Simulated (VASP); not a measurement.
Input of a VASP 6.6.1 run:

File POSCAR:

```
BN
1.0
    0.0000000000      1.8353260892      1.7917417124
    1.8353260892      0.0000000000      1.7917417124
    1.8353260892      1.8353260892      0.0000000000
B N
1 1
Direct
    0.0000000000      0.0000000000      0.0000000000
    0.2500000000      0.2500000000      0.2500000000
```

The input INCAR.step1:

```
PREC     = Accurate       # precision mode
ENCUT    = 520            # plane-wave cutoff, eV
ISMEAR   = 0              # smearing method
SIGMA    = 0.01           # smearing width, eV
LREAL    = False          # projectors in reciprocal space
LASPH    = True           # aspherical terms in the spheres
NELM     = 80             # most SCF steps
NBANDS   = 11             # bands
GGA      = PE             # functional
ALGO     = Normal         # electronic algorithm
EDIFF    = 1E-4           # SCF threshold, eV
LWAVE    = True           # write WAVECAR
LCHARG   = False          # write CHGCAR
```

INCAR.step2

```
PREC     = Accurate       # precision mode
ENCUT    = 520            # plane-wave cutoff, eV
EDIFF    = 1E-6           # SCF threshold, eV
ISMEAR   = 0              # smearing method
SIGMA    = 0.01           # smearing width, eV
LREAL    = False          # projectors in reciprocal space
LASPH    = True           # aspherical terms in the spheres
NELM     = 80             # most SCF steps
ALGO     = Normal         # electronic algorithm
ISIF     = 2              # what is computed and relaxed
LWAVE    = False          # write WAVECAR
LCHARG   = True           # write CHGCAR
METAGGA  = R2SCAN         # meta-GGA
LMIXTAU  = True         
LELF     = True           # ELF
LVHAR    = True         
NBANDS   = 11             # bands
ISTART   = 1
```

The input KPOINTS:

```
Automatic mesh
0
Gamma
  12 12 12
```

Potentials or basis: VASP PAW PBE potentials, release 64 (B, N).

Run with:

```sh
$ cat potpaw_PBE.64/B/POTCAR potpaw_PBE.64/N/POTCAR > POTCAR
$ cp INCAR.step1 INCAR
$ mpirun -np 1 vasp_std > vasp.out
$ cp INCAR.step2 INCAR
$ mpirun -np 1 vasp_std > vasp.out
```

Question: Estimate the pressure.

Answer: -8.8 GPa.

Question: Predict the band gap on the k mesh.

Answer: 4.52 eV (least direct gap 9.16 eV).

Stress tensor (GPa, compression positive):
```
-13.64   0.00   0.00
  0.00 -13.64   0.00
  0.00   0.00   0.99
```

Caveat: the cell differs from its parent crystal (epitaxial xy strain +1.7%); the stress differs along the axes, from -14 to 1 GPa; the PAW data sets were made with another functional, which shifts forces and pressure a little. A k mesh can miss the band edges.
